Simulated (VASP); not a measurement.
Runs of VASP 6.6.1 on TiC. The structure is that of space group Fm-3m (No. 225), or close to it. The cells are those of the table. 

```tsv
cell	gap on the mesh (eV)	pressure (GPa)
a = 2.992, b = 2.992, c = 2.969 Å, angles 60.3, 60.3, 59.5°, 2 atoms	none	24.4
a = 3.106 Å, angles 60.0°, 2 atoms	none	-9.9
a = 3.152 Å, angles 60.0°, 2 atoms	none	-18.8
a = 3.038, b = 3.038, c = 2.969 Å, angles 60.8, 60.8, 58.5°, 2 atoms	none	(b)
a = 3.014 Å, angles 60.0°, 2 atoms	none	(a)
a = 2.992, b = 2.992, c = 3.014 Å, angles 59.7, 59.7, 60.5°, 2 atoms	none	19.1
a = 3.015, b = 3.015, c = 2.969 Å, angles 60.5, 60.5, 59.0°, 2 atoms	none	19.6
a = 2.969 Å, angles 60.0°, 2 atoms	none	29.9
```

Alike in all rows: task single point; level r2SCAN; potentials or basis VASP PAW PBE potentials, release 64 (Ti_sv, C); no spin polarisation; k mesh 18 × 18 × 18; cutoff (eV) 520; smearing gaussian 0.15 eV.

**Question.** Fill in the values left out.

**Answer.** (a) 14.0; (b) 15.3.

Caveats: the PAW data sets were made with another functional, which shifts forces and pressure a little.

A gap of «none» marks levels without a gap at the run's occupations.
